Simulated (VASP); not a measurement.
# Zr3S2 in VASP: notebook

The runs below take Zr3S2 through single point, relaxation of cell and atoms, with PBE.

Program: VASP 6.6.1. These are calculated values, not measurements. Logs are shortened: lines on timing, memory, paths and dates and some standing lists are left out, and cuts for length are marked.

**1. The cell of the first run**

The typed cell holds 5 atoms: a = 4.986 Å, b = 4.986 Å, c = 4.876 Å, α = 90.00°, β = 90.00°, γ = 120.00°.

The cell was built from a structure type or drawn by symmetry, and may not be a known phase.

**2. Single point, PBE**

The input, INCAR:

```
SYSTEM = Zr3S2
PREC     = Accurate       ! precision mode
ENCUT    = 520            ! plane-wave cutoff, eV
EDIFF    = 1E-6           ! SCF threshold, eV
ISMEAR   = 0              ! smearing method
SIGMA    = 0.1            ! smearing width, eV
LREAL    = .False.        ! projectors in reciprocal space
LASPH    = .True.         ! aspherical terms in the spheres
NELM     = 100            ! most SCF steps
ALGO     = Normal         ! electronic algorithm
ISIF     = 2              ! what is computed and relaxed
LWAVE    = .False.        ! write WAVECAR
LCHARG   = .True.         ! write CHGCAR
GGA      = PE             ! functional
LELF     = .True.         ! ELF
LVHAR    = .True.       
NBANDS   = 32             ! bands
```

The input, KPOINTS:

```
regular mesh
0
Gamma
  6 6 2
  0 0 0
```

The input, POSCAR:

```
Zr3S2
1.0
    4.9857116989     -0.0000000037      0.0000000000
   -2.4928558463      4.3177529890      0.0000000000
    0.0000000000      0.0000000000      4.8761056234
Zr S
3 2
Direct
    0.3333333333      0.6666666667      0.8950097826
    0.6666666667      0.3333333333      0.8950097826
    0.0000000000      0.0000000000      0.3960523718
    0.3333333333      0.6666666667      0.3950821265
    0.6666666667      0.3333333333      0.3950821265
```

Potentials or basis: VASP PAW PBE potentials, release 64 (Zr_sv, S).

On the command line:

```sh
$ cat potpaw_PBE.64/Zr_sv/POTCAR potpaw_PBE.64/S/POTCAR > POTCAR
$ mpirun -np 1 vasp_std > vasp.out
```

OUTCAR:

```text
SYSTEM = Zr3S2
   PREC = Accurate
   ENCUT = 520
   EDIFF = 1E-6
   ISMEAR = 0
   LREAL = .False.
   LASPH = .True.
   NELM = 100
   ISIF = 2
   GGA = PE

 ion  position               nearest neighbor table
   1  0.333  0.667  0.895-   4 2.44   4 2.44   2 2.88   2 2.88   2 2.88   3 3.77   3 3.77   3 3.77
                             3 3.78   3 3.78   3 3.78
   2  0.667  0.333  0.895-   5 2.44   5 2.44   1 2.88   1 2.88   1 2.88   3 3.77   3 3.77   3 3.77
                             3 3.78   3 3.78   3 3.78
   3  0.000  0.000  0.396-   4 2.88   5 2.88   4 2.88   5 2.88   5 2.88   4 2.88   1 3.77   2 3.77
                             1 3.77   2 3.77   1 3.77   2 3.77   1 3.78   2 3.78   1 3.78   2 3.78
   4  0.333  0.667  0.395-   1 2.44   1 2.44   3 2.88   3 2.88   3 2.88
   5  0.667  0.333  0.395-   2 2.44   2 2.44   3 2.88   3 2.88   3 2.88

  LATTYP: Found a hexagonal cell.
 ALAT       =     4.9857116989
 C/A-ratio  =     0.9780159620

  Lattice vectors:

 A1 = (   4.9857116989,  -0.0000000037,   0.0000000000)
 A2 = (  -2.4928558463,   4.3177529890,   0.0000000000)
 A3 = (   0.0000000000,   0.0000000000,   4.8761056234)

Analysis of symmetry for initial positions (statically):
=====================================================================
 Subroutine PRICEL returns:
 Original cell was already a primitive cell.

 Routine SETGRP: Setting up the symmetry group for a
 hexagonal supercell.

 Subroutine GETGRP returns: Found 12 space group operations
 (whereof 12 operations were pure point group operations)
 out of a pool of 24 trial point group operations.

The static configuration has the point symmetry C_6v.

Analysis of symmetry for dynamics (positions and initial velocities):
=====================================================================
 Subroutine PRICEL returns:
 Original cell was already a primitive cell.

 Routine SETGRP: Setting up the symmetry group for a
 hexagonal supercell.

 Subroutine GETGRP returns: Found 12 space group operations
 (whereof 12 operations were pure point group operations)
 out of a pool of 24 trial point group operations.

The dynamic configuration has the point symmetry C_6v.

 Subroutine INISYM returns: Found 12 space group operations
 (whereof 12 operations are pure point group operations),
 and found     1 'primitive' translations

----------------------------------------------------------------------------------------

                                     Primitive cell

  volume of cell :     104.9683

  direct lattice vectors                    reciprocal lattice vectors
     4.985711699 -0.000000004  0.000000000     0.200573170  0.115800974  0.000000000
    -2.492855846  4.317752989  0.000000000     0.000000000  0.231601947  0.000000000
     0.000000000  0.000000000  4.876105623     0.000000000  0.000000000  0.205081694

  length of vectors
     4.985711699  4.985711699  4.876105623     0.231601947  0.231601947  0.205081694

  position of ions in fractional coordinates (direct lattice)
     0.333333333  0.666666667  0.895009783
     0.666666667  0.333333333  0.895009783
     0.000000000  0.000000000  0.396052372
     0.333333333  0.666666667  0.395082127
     0.666666667  0.333333333  0.395082127

  ion indices of the primitive-cell ions
   primitive index   ion index
                 1           1
                 2           2
                 3           3
                 4           4
                 5           5

----------------------------------------------------------------------------------------

 KPOINTS: regular mesh

Automatic generation of k-mesh.
 Grid dimensions read from file:
 generate k-points for:    6    6    2

 Generating k-lattice:

  Cartesian coordinates                     Fractional coordinates (reciprocal lattice)
     0.033428862  0.019300162  0.000000000     0.166666667  0.000000000  0.000000000
     0.000000000  0.038600325  0.000000000    -0.000000000  0.166666667  0.000000000
     0.000000000  0.000000000  0.102540847     0.000000000  0.000000000  0.500000000

  Length of vectors
     0.038600325  0.038600325  0.102540847

  Shift w.r.t. Gamma in fractional coordinates (k-lattice)
     0.000000000  0.000000000  0.000000000

 Subroutine IBZKPT returns following result:
 ===========================================

 Found     14 irreducible k-points:

 Following reciprocal coordinates:
            Coordinates               Weight
  0.000000  0.000000  0.000000      1.000000
  0.166667  0.000000  0.000000      6.000000
  0.333333  0.000000  0.000000      6.000000
  0.500000  0.000000  0.000000      3.000000
  0.166667  0.166667  0.000000      6.000000
  0.333333  0.166667  0.000000     12.000000
  0.333333  0.333333  0.000000      2.000000
  0.000000  0.000000  0.500000      1.000000
  0.166667  0.000000  0.500000      6.000000
  0.333333  0.000000  0.500000      6.000000
  0.500000  0.000000  0.500000      3.000000
  0.166667  0.166667  0.500000      6.000000
[... 56 lines left out ...]
 NGX is ok and might be reduce to    40
   NGX = 19   NGY = 19   NGZ = 19

 number of electron      48.0000002 magnetization

 Free energy of the ion-electron system (eV)
  ---------------------------------------------------
  ext. energy  EPLUGINS =         0.00000000
  ---------------------------------------------------
  free energy    TOTEN  =       -36.27406556 eV

  energy without entropy =      -36.26409285  energy(sigma->0) =      -36.26907921

 E-fermi :   8.3603     XC(G=0): -10.7857

 val. band max:        8.2845846980   @ k =   0.3333   0.1667   0.0000
 cond. band min:       8.3858045956   @ k =   0.5000   0.0000   0.5000
 fundamental gap:      0.1012198977
 Fermi energy:         8.3602942670

 k-point     1 :       0.0000    0.0000    0.0000
  band No.  band energies     occupation
      1     -41.5887      2.00000
      2     -40.4235      2.00000
      3     -40.1892      2.00000
      4     -19.5715      2.00000
      5     -19.5715      2.00000
      6     -19.4953      2.00000
[... 24 lines left out ...]
     31      11.7319      0.00000
     32      11.7319      0.00000

 k-point     2 :       0.1667    0.0000    0.0000
  band No.  band energies     occupation
      1     -41.5886      2.00000
      2     -40.4100      2.00000
      3     -40.2034      2.00000
      4     -19.5759      2.00000
      5     -19.5732      2.00000
      6     -19.4933      2.00000
[... 24 lines left out ...]
     31      11.1937      0.00000
     32      11.5026      0.00000

 k-point     3 :       0.3333    0.0000    0.0000
  band No.  band energies     occupation
      1     -41.5884      2.00000
      2     -40.3749      2.00000
      3     -40.2396      2.00000
      4     -19.5834      2.00000
      5     -19.5768      2.00000
      6     -19.4895      2.00000
[... 24 lines left out ...]
     31      11.2299      0.00000
     32      11.3738      0.00000

 k-point     4 :       0.5000    0.0000    0.0000
  band No.  band energies     occupation
      1     -41.5883      2.00000
      2     -40.3466      2.00000
      3     -40.2685      2.00000
      4     -19.5867      2.00000
      5     -19.5785      2.00000
      6     -19.4876      2.00000
[... 24 lines left out ...]
     31      11.1503      0.00000
     32      11.6508      0.00000

 k-point     5 :       0.1667    0.1667    0.0000
  band No.  band energies     occupation
      1     -41.5884      2.00000
      2     -40.3852      2.00000
      3     -40.2290      2.00000
      4     -19.5814      2.00000
      5     -19.5758      2.00000
      6     -19.4904      2.00000
[... 234 lines left out ...]
     31      11.6825      0.00000
     32      11.8047      0.00000

 k-point    12 :       0.1667    0.1667    0.5000
  band No.  band energies     occupation
      1     -41.5883      2.00000
      2     -40.3847      2.00000
      3     -40.2285      2.00000
      4     -19.5863      2.00000
      5     -19.5731      2.00000
      6     -19.4944      2.00000
[... 24 lines left out ...]
     31      11.1418      0.00000
     32      11.9389      0.00000

 k-point    13 :       0.3333    0.1667    0.5000
  band No.  band energies     occupation
      1     -41.5882      2.00000
      2     -40.3461      2.00000
      3     -40.2680      2.00000
      4     -19.5937      2.00000
      5     -19.5769      2.00000
      6     -19.4978      2.00000
[... 24 lines left out ...]
     31      11.2584      0.00000
     32      11.9200      0.00000

 k-point    14 :       0.3333    0.3333    0.5000
  band No.  band energies     occupation
      1     -41.5882      2.00000
      2     -40.3072      2.00000
      3     -40.3072      2.00000
      4     -19.5871      2.00000
      5     -19.5871      2.00000
      6     -19.5003      2.00000
[... 24 lines left out ...]
     31      11.2559      0.00000
     32      11.2559      0.00000

------------------------ aborting loop because EDIFF is reached ----------------------------------------

  FORCE on cell =-STRESS in cart. coord.  units (eV):
  Direction    XX          YY          ZZ          XY          YZ          ZX
  --------------------------------------------------------------------------------------
  -------------------------------------------------------------------------------------
  Total       -0.0008366     -0.0008366     -0.0213411      0.0000000      0.0000000     -0.0000000
  in kB       -0.0127695     -0.0127695     -0.3257387      0.0000000      0.0000000     -0.0000000
  external PRESSURE =      -0.1170926 kB  Pullay stress =       0.0000000 kB

 VOLUME and BASIS-vectors are now :
 -----------------------------------------------------------------------------
  energy-cutoff  :      520.00
  volume of cell :      104.97
      direct lattice vectors                 reciprocal lattice vectors
     4.985711699 -0.000000004  0.000000000     0.200573170  0.115800974  0.000000000
    -2.492855846  4.317752989  0.000000000     0.000000000  0.231601947  0.000000000
     0.000000000  0.000000000  4.876105623     0.000000000  0.000000000  0.205081694

 POSITION                                       TOTAL-FORCE (eV/Angst)
 -----------------------------------------------------------------------------------
      0.00000      2.87850      4.36416         0.000000     -0.000000     -0.000695
      2.49286      1.43925      4.36416        -0.000000      0.000000     -0.000695
      0.00000      0.00000      1.93119        -0.000000     -0.000000     -0.001792
      0.00000      2.87850      1.92646        -0.000000     -0.000000      0.001591
      2.49286      1.43925      1.92646         0.000000     -0.000000      0.001591
 -----------------------------------------------------------------------------------
    total drift:                                0.000000      0.000000      0.000099

  FREE ENERGIE OF THE ION-ELECTRON SYSTEM (eV)
  ---------------------------------------------------
  free  energy   TOTEN  =       -36.2740655637 eV

  energy  without entropy=      -36.2640928499  energy(sigma->0) =      -36.26907921
```

Wall time 30 s (1 thread of AMD EPYC 9R45 (Zen 5), shared host); peak memory 0.2 GiB.

What came out:

```yaml
Free_energy: -36.2741 eV
Pressure: 0.0 GPa
Band_gap_on_the_k_mesh: zero (bands 24 and 25 overlap by 1.28 eV)
```

Levels at points of the mesh, in eV from the Fermi level:
| k point | band 20 | band 21 | band 22 | band 23 | band 24 | band 25 | band 26 | band 27 | band 28 | band 29 |
| --- | --- | --- | --- | --- | --- | --- | --- | --- | --- | --- |
| (0.00, 0.00, 0.00) | -2.35 | -1.91 | -0.68 | -0.68 | -0.15 | -0.15 | 0.96 | 0.99 | 0.99 | 1.25 |
| (0.50, 0.00, 0.00) | -2.25 | -1.86 | -1.83 | -0.40 | -0.39 | -0.34 | -0.25 | 1.14 | 1.42 | 2.18 |
| (0.00, 0.00, 0.50) | -2.62 | -2.53 | -0.94 | -0.94 | 0.94 | 0.94 | 1.12 | 1.66 | 1.66 | 2.78 |
| (0.50, 0.00, 0.50) | -2.50 | -1.39 | -1.23 | -0.76 | 0.03 | 0.23 | 0.52 | 1.04 | 1.68 | 2.18 |

Caveat: the k points lie up to 0.64 Å⁻¹ apart, too coarse for converged energies and pressures of a metal.

**3. Single point, PBE**

This run uses another cell than the first one, of 20.89 Å³/atom.

The input, INCAR:

```
SYSTEM = Zr3S2
PREC     = Accurate       ! precision mode
ENCUT    = 520            ! plane-wave cutoff, eV
EDIFF    = 1E-7           ! SCF threshold, eV
ISMEAR   = 0              ! smearing method
SIGMA    = 0.1            ! smearing width, eV
LREAL    = .FALSE.        ! projectors in reciprocal space
LASPH    = .TRUE.         ! aspherical terms in the spheres
NELM     = 80             ! most SCF steps
ALGO     = Normal         ! electronic algorithm
ISIF     = 2              ! what is computed and relaxed
LWAVE    = .FALSE.        ! write WAVECAR
LCHARG   = .TRUE.         ! write CHGCAR
GGA      = PE             ! functional
LELF     = .TRUE.         ! ELF
LVHAR    = .TRUE.       
NBANDS   = 32             ! bands
```

The input, KPOINTS:

```
Automatic mesh
0
G
  6 6 4
  0 0 0
```

The input, POSCAR:

```
Zr3S2
1.0
    4.9777396886      0.0000000000      0.0000000000
   -2.4888698443      4.3108490238      0.0000000000
    0.0000000000      0.0000000000      4.8681324246
Zr S
3 2
Direct
    0.3333333333      0.6666666667      0.5000000000
    0.6666666667      0.3333333333      0.5000000000
    0.0000000000      0.0000000000      0.0000000000
    0.3333333333      0.6666666667      0.0000000000
    0.6666666667      0.3333333333      0.0000000000
```

Potentials or basis: VASP PAW PBE potentials, release 64 (Zr_sv, S).

On the command line:

```sh
$ cat potpaw_PBE.64/Zr_sv/POTCAR potpaw_PBE.64/S/POTCAR > POTCAR
$ mpirun -np 1 vasp_std > vasp.out
```

Wall time 49 s (1 thread of AMD EPYC 9R45 (Zen 5), shared host); peak memory 0.22 GiB.

Results (log left out):

* Free energy: -36.3738 eV
* Pressure: 0.2 GPa
* Band gap on the k mesh: zero (bands 24 and 25 overlap by 1.29 eV)

Levels at points of the mesh, in eV from the Fermi level:
| k point | band 21 | band 22 | band 23 | band 24 | band 25 | band 26 | band 27 | band 28 |
| --- | --- | --- | --- | --- | --- | --- | --- | --- |
| (0.00, 0.00, 0.00) | -1.73 | -0.54 | -0.54 | 0.02 | 0.02 | 1.11 | 1.11 | 1.14 |
| (0.50, 0.00, 0.00) | -1.73 | -1.69 | -0.26 | -0.25 | -0.24 | -0.10 | 1.33 | 1.61 |
| (0.00, 0.00, 0.50) | -2.41 | -0.79 | -0.79 | 1.06 | 1.06 | 1.32 | 1.83 | 1.83 |
| (0.50, 0.00, 0.50) | -1.28 | -1.09 | -0.63 | 0.16 | 0.37 | 0.70 | 1.24 | 1.84 |

**4. Relaxation of cell and atoms, PBE**

The input, INCAR:

```
SYSTEM = Zr3S2
PREC = Accurate ; ENCUT = 600
EDIFF = 1E-6 ; ISMEAR = 0
SIGMA = 0.1 ; LREAL = .FALSE.
LASPH = .TRUE. ; NELM = 60
ALGO = Normal ; ISIF = 3
LWAVE = .FALSE. ; LCHARG = .FALSE.
GGA = PE ; IBRION = 2
NSW = 90 ; EDIFFG = -0.04
```

KPOINTS is that of step 3.

POSCAR, as its differences from that of step 3:

```diff
@@ -2,5 +2,5 @@
 1.0
-    4.9777396886      0.0000000000      0.0000000000
-   -2.4888698443      4.3108490238      0.0000000000
-    0.0000000000      0.0000000000      4.8681324246
+    4.9857116989      0.0000000000      0.0000000000
+   -2.4928558494      4.3177529872      0.0000000000
+    0.0000000000      0.0000000000      4.8761056234
 Zr S
```

On the command line:

```sh
$ cat potpaw_PBE.64/Zr_sv/POTCAR potpaw_PBE.64/S/POTCAR > POTCAR
$ mpirun -np 1 vasp_std > vasp.out
```

It took 90 s on 1 thread of AMD EPYC 9R45 (Zen 5), shared host; peak memory 0.25 GiB.

It converged, with:

```yaml
Free_energy: -36.3748 eV
Relaxed_volume: 20.95 Å³/atom
Relaxed_cell: a = 4.984 Å, b = 4.984 Å, c = 4.870 Å, α = 90.00°, β = 90.00°, γ = 120.00°
Space_group_after_relaxing_to_0.1_Å: P6/mmm (No. 191)
Energy_gained_by_relaxing: 0.0 meV/atom
Ionic_steps: 3
Pressure_after_relaxing: 0.0 GPa
Band_gap_on_the_k_mesh: zero (bands 24 and 25 overlap by 1.29 eV)
```

Stress tensor (GPa, compression positive):
```
-0.04  0.00  0.00
 0.00 -0.04  0.00
 0.00  0.00  0.04
```

The path:
| step | energy change (eV) | largest force (eV/Å) | pressure (GPa) | volume (Å³) |
| --- | --- | --- | --- | --- |
| 1 | 0.0000 | 0.0000 | -0.26 | 104.97 |
| 2 | 0.0003 | 0.0000 | 0.33 | 104.46 |
| 3 | -0.0002 | 0.0000 | -0.01 | 104.76 |

Final structure:
```
Zr S
1.0
     4.98382    0.00000    0.00000
    -2.49191    4.31612    0.00000
     0.00000    0.00000    4.87030
Zr S
3 2
Cartesian
  0.0000 2.8774 2.4351
  2.4919 1.4387 2.4351
  0.0000 0.0000 4.8703
  0.0000 2.8774 0.0000
  2.4919 1.4387 4.8703
```

Levels at points of the mesh, in eV from the Fermi level:
```
           k point  band 21  band 22  band 23  band 24  band 25  band 26  band 27  band 28
(0.00, 0.00, 0.00)    -1.73    -0.54    -0.54     0.02     0.02     1.11     1.11     1.14
(0.50, 0.00, 0.00)    -1.73    -1.68    -0.26    -0.26    -0.24    -0.10     1.32     1.60
(0.00, 0.00, 0.50)    -2.41    -0.79    -0.79     1.05     1.05     1.31     1.83     1.83
(0.50, 0.00, 0.50)    -1.28    -1.09    -0.62     0.15     0.37     0.71     1.23     1.84
```

**5. The runs side by side**

| task | cell | k mesh | cutoff (eV) | gap on the mesh (eV) | pressure (GPa) |
| --- | --- | --- | --- | --- | --- |
| single point | a = 4.986, b = 4.986, c = 4.876 Å, angles 90.0, 90.0, 120.0°, 5 atoms | 6 × 6 × 2 | 520 | none | 0.0 |
| single point | a = 4.978, b = 4.978, c = 4.868 Å, angles 90.0, 90.0, 120.0°, 5 atoms | 6 × 6 × 4 | 520 | none | 0.2 |
| relaxation of cell and atoms | relaxed from a = 4.986, b = 4.986, c = 4.876 Å, angles 90.0, 90.0, 120.0°, 5 atoms | 6 × 6 × 4 | 600 | none | 0.0 |

Alike in all rows: level PBE; potentials or basis VASP PAW PBE potentials, release 64 (Zr_sv, S); no spin polarisation; smearing gaussian 0.1 eV.

Caveats: some runs use coarse meshes.

Absolute energies hang on the potentials; compare differences alone.
